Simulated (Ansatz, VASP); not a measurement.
## Two plane-wave programs on Al8N7

The input INCAR:

```
SYSTEM = Al8N7
PREC     = Accurate       ! precision mode
ENCUT    = 520            ! plane-wave cutoff, eV
EDIFF    = 1E-6           ! SCF threshold, eV
ISMEAR   = 0              ! smearing method
SIGMA    = 0.01           ! smearing width, eV
LREAL    = Auto         
LASPH    = .True.         ! aspherical terms in the spheres
NELM     = 150            ! most SCF steps
ALGO     = Normal         ! electronic algorithm
ISIF     = 2              ! what is computed and relaxed
LWAVE    = .False.        ! write WAVECAR
LCHARG   = .False.        ! write CHGCAR
ISPIN    = 2              ! spin polarisation
MAGMOM   = 0.25 0 0 0 0.25 0.25 0.25 0 0 0 0 0 0 0 0 ! initial moments
LORBIT   = 11             ! projections on sites
GGA      = PE             ! functional
IBRION   = 2              ! ionic algorithm
NSW      = 65             ! ionic steps
EDIFFG   = -0.025         ! ionic threshold
```

The input KPOINTS:

```
Automatic mesh
0
Gamma
  2 2 2
  0 0 0
```

Contents of POSCAR:

```
Al8N7
1.0
    0.0000000000      4.4031742015     -4.4031742015
    4.4031742015      4.4031742015      0.0000000000
    4.4031742015      0.0000000000     -4.4031742015
Al N
8 7
Direct
    0.0000000000      0.0000000000      0.5000000000
    0.0000000000      0.5000000000      0.5000000000
    0.5000000000      0.0000000000      0.5000000000
    0.5000000000      0.5000000000      0.5000000000
    0.0000000000      0.0000000000      1.0000000000
    0.0000000000      0.5000000000      1.0000000000
    0.5000000000      0.0000000000      1.0000000000
    0.5000000000      0.5000000000      1.0000000000
    0.1250000000      0.6250000000      0.1250000000
    0.6250000000      0.1250000000      0.1250000000
    0.6250000000      0.6250000000      0.1250000000
    0.1250000000      0.1250000000      0.6250000000
    0.1250000000      0.6250000000      0.6250000000
    0.6250000000      0.1250000000      0.6250000000
    0.6250000000      0.6250000000      0.6250000000
```

Input for Ansatz:

```yaml
crystal:
  lattice:
    - [0.0, 4.4031742015, -4.4031742015]
    - [4.4031742015, 4.4031742015, 0.0]
    - [4.4031742015, 0.0, -4.4031742015]
  atoms:
    - { symbol: Al, position: [0.0, 0.0, 0.5], spin: 0.25 }
    - { symbol: Al, position: [0.0, 0.5, 0.5] }
    - { symbol: Al, position: [0.5, 0.0, 0.5] }
    - { symbol: Al, position: [0.5, 0.5, 0.5] }
    - { symbol: Al, position: [0.0, 0.0, 1.0], spin: 0.25 }
    - { symbol: Al, position: [0.0, 0.5, 1.0], spin: 0.25 }
    - { symbol: Al, position: [0.5, 0.0, 1.0], spin: 0.25 }
    - { symbol: Al, position: [0.5, 0.5, 1.0] }
    - { symbol: "N", position: [0.125, 0.625, 0.125] }
    - { symbol: "N", position: [0.625, 0.125, 0.125] }
    - { symbol: "N", position: [0.625, 0.625, 0.125] }
    - { symbol: "N", position: [0.125, 0.125, 0.625] }
    - { symbol: "N", position: [0.125, 0.625, 0.625] }
    - { symbol: "N", position: [0.625, 0.125, 0.625] }
    - { symbol: "N", position: [0.625, 0.625, 0.625] }
  host:
    lattice:
      - [0.0, 2.2015871008, 2.2015871008]
      - [2.2015871008, 0.0, 2.2015871008]
      - [2.2015871008, 2.2015871008, 0.0]
    atoms:
      - { symbol: Al, position: [0.0, 0.0, 0.0] }
      - { symbol: "N", position: [0.75, 0.75, 0.75] }
basis:
  ecutwfc: 420
  xc_grid: 2
kpoints:
  mp_grid: { grid: [2, 2, 2], shift: [0.0, 0.0, 0.0] }
hamiltonian:
  xc: pbe
scf:
  occupations: { method: gaussian, width: 0.01 }
output:
  forces: true
  stress: false
  eigenvalues: true
  populations: true
  charged_corrections:
    defect_position: [0.125, 0.125, 0.125]
    epsilon: [[8.6591, 0.0, 0.0], [0.0, 8.6591, 0.0], [0.0, 0.0, 8.6591]]
magnetization:
  spin_polarized: true
relax:
  adjacent_minimum: "off"
  f_tol: 0.025
  max_steps: 45
```

Change from the starting cell: N vacancy (site c), charge +0, atoms relaxed at the host's cell.

Alike in both runs: task relaxation of the atoms; functional PBE; k mesh 2 × 2 × 2; occupations gaussian, width 0.01 eV; collinear spin.

|  | VASP | Ansatz |
| --- | --- | --- |
| version | VASP 6.6.1 | Ansatz 0.2.0 |
| potentials or method | VASP PAW PBE potentials, release 64 (Al, N), cutoff 520 eV | scalar-relativistic, plane waves, PAW |
| valence electrons in the cell | 59 | 59 |

|  | VASP | Ansatz | Ansatz less VASP |
| --- | --- | --- | --- |
| gap on the k mesh at the Fermi level, each at its own relaxed structure (eV) | none | none | - |
| net moment per atom (μB) | 0.02 | 0.02 | 0.000 |

A gap of «none» marks a metal or a gap that the smearing closes.

The k mesh is coarse, so the values compare programs but aren't converged.
